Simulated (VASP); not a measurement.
# P (P2/m) in VASP: single point with PBE+D3(BJ)

Aim: the single point of P with PBE+D3(BJ).

Everything below comes from runs of VASP 6.6.1. Logs are shortened: lines on timing, memory, paths and dates and some standing lists are left out, and cuts for length are marked.

**1. The cell of the first run**

Symmetry: P2/m, No. 10, monoclinic system. The conventional cell has a = 4.273 Å, b = 4.273 Å, c = 4.378 Å, α = 90.00°, β = 91.43°, γ = 90.00°. Within 5.6 Å of P (site symmetry 2/m) lie 6 P at 4.27 to 4.38 Å.

**2. Single point, PBE+D3(BJ) (strain +0.0250 x Voigt [0, 0, 0, 0, 1, 0])**

INCAR

```
SYSTEM = P
  PREC = Accurate
  ENCUT = 520
  EDIFF = 1E-6
  ISMEAR = 0
  SIGMA = 0.15
  LREAL = .False.
  LASPH = .True.
  NELM = 60
  ALGO = Normal
  ISIF = 2
  LWAVE = .False.
  LCHARG = .False.
  GGA = PE
  IVDW = 12
  NBANDS = 8
```

KPOINTS

```
regular mesh
0
Gamma
  12 12 12
  0 0 0
```

POSCAR

```
P
1.0
    4.2729048574      0.0000000000      0.0534113107
    0.0000000000      4.2729048574      0.0000000000
    0.0547250000      0.0000000000      4.3780000000
P
1
Direct
    0.0000000000      0.0000000000      0.0000000000
```

Potentials or basis: VASP PAW PBE potentials, release 64 (P).

Started as:

```console
$ cat potpaw_PBE.64/P/POTCAR > POTCAR
$ mpirun -np 1 vasp_std > vasp.out
```

OUTCAR:

```text
SYSTEM = P
   PREC = Accurate
   ENCUT = 520
   EDIFF = 1E-6
   ISMEAR = 0
   LREAL = .False.
   LASPH = .True.
   NELM = 60
   ISIF = 2
   GGA = PE
   IVDW = 12
 IVDW          = 12

 ion  position               nearest neighbor table
   1  0.000  0.000  0.000-

  LATTYP: Found a simple monoclinic cell.
 ALAT       =     4.2732386651
 B/A-ratio  =     0.9999218842
 C/A-ratio  =     1.0245957132
 COS(beta)  =    -0.0249960944

  Lattice vectors:

 A1 = (   4.2729048574,   0.0000000000,   0.0534113107)
 A2 = (   0.0000000000,  -4.2729048574,   0.0000000000)
 A3 = (  -0.0547250000,   0.0000000000,  -4.3780000000)

Analysis of symmetry for initial positions (statically):
=====================================================================
 Subroutine PRICEL returns:
 Original cell was already a primitive cell.

 Routine SETGRP: Setting up the symmetry group for a
 simple monoclinic supercell.

 Subroutine GETGRP returns: Found  4 space group operations
 (whereof  4 operations were pure point group operations)
 out of a pool of  4 trial point group operations.

The static configuration has the point symmetry C_2h.

Analysis of symmetry for dynamics (positions and initial velocities):
=====================================================================
 Subroutine PRICEL returns:
 Original cell was already a primitive cell.

 Routine SETGRP: Setting up the symmetry group for a
 simple monoclinic supercell.

 Subroutine GETGRP returns: Found  4 space group operations
 (whereof  4 operations were pure point group operations)
 out of a pool of  4 trial point group operations.

The dynamic configuration has the point symmetry C_2h.

 Subroutine INISYM returns: Found  4 space group operations
 (whereof  4 operations are pure point group operations),
 and found     1 'primitive' translations

----------------------------------------------------------------------------------------

                                     Primitive cell

  volume of cell :      79.9198

  direct lattice vectors                    reciprocal lattice vectors
     4.272904857  0.000000000  0.053411311     0.234069400  0.000000000 -0.002925867
     0.000000000  4.272904857  0.000000000     0.000000000  0.234032826  0.000000000
     0.054725000  0.000000000  4.378000000    -0.002855631  0.000000000  0.228450497

  length of vectors
     4.273238665  4.272904857  4.378342018     0.234087686  0.234032826  0.228468344

[... 73 lines left out ...]
   LNONCOLLINEAR =      F non collinear calculations
   LSORBIT =      F    spin-orbit coupling
   LASPH  =      T    aspherical Exc in radial PAW
   ENCUT  =  520.0 eV  38.22 Ry    6.18 a.u.   7.95  7.94  8.14*2*pi/ulx,y,z
   NELM   =     60;   NELMIN=  2; NELMDL= -5     # of ELM steps
   EDIFF  = 0.1E-05   stopping-criterion for ELM
   LREAL  =      F    real-space projection
[... 7 lines left out ...]
   TEBEG  =    0.0;   TEEND  =   0.0 temperature during run
   PSTRESS=    0.0 pullay stress
   NELECT =       5.0000    total number of electrons
   NUPDOWN=      -1.0000    fix difference up-down
   EMIN   =  10.00;   EMAX   =-10.00  energy-range for DOS
   EFERMI =   0.00;   METHOD = LEGACY
   ISMEAR =     0;   SIGMA  =   0.15  broadening in eV -4-tet -1-fermi 0-gaus
   EFERMI_NEDOS =   21; number of points for ismear=-14 and -15
   IALGO  =     38    algorithm
   IMIX   =      4    mixing-type and parameters
     AMIX     =   0.40;   BMIX     =  1.00
     AMIX_MAG =   1.60;   BMIX_MAG =  1.00
  volume/ion in A,a.u.               =      79.92       539.33
  Fermi-wavevector in a.u.,A,eV,Ry     =   0.649900  1.228133  5.746698  0.422370
  Thomas-Fermi vector in A             =   1.719005
   LORBIT       =      0    0 simple, 1 ext, 2 COOP (PROOUT), +10 PAW based schemes
   GGA     = PE    functional components
   LHFCALC =     F    Hartree Fock is set to
   AEXX    =    0.0000 exact exchange contribution
   IVDW    =    12    specifies the selected vdW correction
   LEPSILON=     F    determine dielectric tensor
   LRPA    =     F    only Hartree local field effects (RPA)
 non-spin polarized calculation
 Gauss-broadening in eV      SIGMA  =   0.15
  energy-cutoff  :      520.00
  volume of cell :       79.92
 maximum number of plane-waves:      2192
   NGX = 15   NGY = 15   NGZ = 17

 number of electron       4.9999999 magnetization

 Free energy of the ion-electron system (eV)
  ---------------------------------------------------
  ext. energy  EPLUGINS =         0.00000000
  ---------------------------------------------------
  free energy    TOTEN  =        -1.15120878 eV

  energy without entropy =       -1.11240271  energy(sigma->0) =       -1.13180575

 E-fermi :  -3.0498     XC(G=0):  -4.9450

 val. band max:       -3.0499030579   @ k =   0.3333   0.1667   0.2500
 cond. band min:      -3.0496468949   @ k =   0.3333   0.2500   0.1667
 fundamental gap:      0.0002561630
 Fermi energy:        -3.0498341193

 k-point     1 :       0.0000    0.0000    0.0000
  band No.  band energies     occupation
      1     -11.8089      2.00000
      2      -2.6130      0.00004
      3      -2.5047      0.00000
      4      -2.5034      0.00000
      5       1.6765      0.00000
      6       4.4690      0.00000
      7       4.5477      0.00000
      8       8.9654      0.00000
[... 243 lines left out ...]
 k-point    24 :       0.1667    0.2500    0.0000
  band No.  band energies     occupation
      1     -11.6877      2.00000
      2      -3.2196      1.89044
      3      -2.8139      0.02615
      4      -2.5040      0.00000
      5       2.8322      0.00000
      6       4.9375      0.00000
      7       5.4705      0.00000
      8       6.7049      0.00000

 [... further k-points ...]

------------------------ aborting loop because EDIFF is reached ----------------------------------------

 Edisp (eV)   -0.07988

 E8    (eV) :    -0.0276

  FORCE on cell =-STRESS in cart. coord.  units (eV):
  Direction    XX          YY          ZZ          XY          YZ          ZX
  --------------------------------------------------------------------------------------
  -------------------------------------------------------------------------------------
  Total      -1.98344    -1.98430    -1.78729     0.00000     0.00000    -0.04690
  in kB     -39.76269   -39.77995   -35.83037     0.00000     0.00000    -0.94017
  external pressure =      -38.46 kB  Pullay stress =        0.00 kB

 VOLUME and BASIS-vectors are now :
 -----------------------------------------------------------------------------
  energy-cutoff  :      520.00
  volume of cell :       79.92
      direct lattice vectors                 reciprocal lattice vectors
     4.272904857  0.000000000  0.053411311     0.234069400  0.000000000 -0.002925867
     0.000000000  4.272904857  0.000000000     0.000000000  0.234032826  0.000000000
     0.054725000  0.000000000  4.378000000    -0.002855631  0.000000000  0.228450497

 POSITION                                       TOTAL-FORCE (eV/Angst)
 -----------------------------------------------------------------------------------
      0.00000      0.00000      0.00000        -0.000000      0.000000      0.000000
 -----------------------------------------------------------------------------------
    total drift:                                0.000000      0.000000      0.000000

  FREE ENERGIE OF THE ION-ELECTRON SYSTEM (eV)
  ---------------------------------------------------
  free  energy   TOTEN  =        -1.2310889807 eV

  energy  without entropy=       -1.1922829063  energy(sigma->0) =       -1.21168594
```

Run time: 95 s. Hardware: 1 thread of Intel Xeon Platinum 8559C (Emerald Rapids), shared host; peak memory 0.4 GiB.

Results:

| Item | Value |
| --- | --- |
| Free energy | -1.2311 eV |
| Pressure | -3.8 GPa |
| Band gap on the k mesh | zero (an odd number of electrons rules out a gap without spin polarisation) |
| Dispersion energy per atom | -0.080 eV |

Stress tensor (GPa, compression positive):
```
-3.98  0.00 -0.09
 0.00 -3.98  0.00
-0.09  0.00 -3.58
```

Caveat: the cell differs from its parent crystal (strain +0.0250 x Voigt [0, 0, 0, 0, 1, 0]); the cell stands under tension; the atoms stand far beyond bonding distance, and open shells without spin polarisation read as a metal.
